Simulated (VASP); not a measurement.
Wanted: the native input for a VASP 6.6.1 run.

| Quantity | Value |
| --- | --- |
| Task | single point |
| Functional | revPBE |
| Potentials or basis | VASP PAW PBE potentials, release 64 (Fe) |
| Cutoff | 520 eV |
| k mesh | 13 × 13 × 13 |
| Occupations | fermi-dirac, width 0.1 eV |
| Spin | no spin polarisation |
| Dipole correction | no |
| Further INCAR settings | ALGO = Normal; EDIFF = 1e-07; NBANDS = 10 |

The structure of Fe lies in POSCAR:

```
Fe
1.0
    2.2827131053      0.0000000000      0.0000000000
    0.0000000000      2.2827131053      0.0000000000
    0.0000000000      0.0000000000      2.2827131053
Fe
1
Direct
    0.0000000000      0.0000000000      0.0000000000
```

The input as run:

INCAR

```
SYSTEM = Fe
ALGO     = Normal         ! electronic algorithm
EDIFF    = 1E-7           ! SCF threshold, eV
ENCUT    = 520            ! plane-wave cutoff, eV
GGA      = RE             ! functional
ISIF     = 2              ! what is computed and relaxed
ISMEAR   = -1             ! smearing method
LASPH    = .True.         ! aspherical terms in the spheres
LCHARG   = .True.         ! write CHGCAR
LELF     = .True.         ! ELF
LREAL    = .False.        ! projectors in reciprocal space
LVHAR    = .True.       
LWAVE    = .False.        ! write WAVECAR
NBANDS   = 10             ! bands
NELM     = 100            ! most SCF steps
PREC     = Accurate       ! precision mode
SIGMA    = 0.1            ! smearing width, eV
```

KPOINTS

```
k-points
0
Gamma
  13 13 13
  0 0 0
```

Potentials or basis: VASP PAW PBE potentials, release 64 (Fe).

The run is started by

```bash
$ cat potpaw_PBE.64/Fe/POTCAR > POTCAR
$ mpirun -np 1 vasp_std > vasp.out
```

Results of the run:

* Pressure: -0.8 GPa
* Band gap on the k mesh: zero (band 4 reaches 7.62 eV, above the bottom of band 5 at 5.11 eV)

Caveat: the PAW data sets were made with another functional, which shifts forces and pressure a little; the run has no spin polarisation, though such a crystal can be magnetic.

Wall time 5.9 s on 1 thread of Intel(R) Xeon(R) Platinum 8488C (Sapphire Rapids) (shared host), peak memory 0.12 GiB.
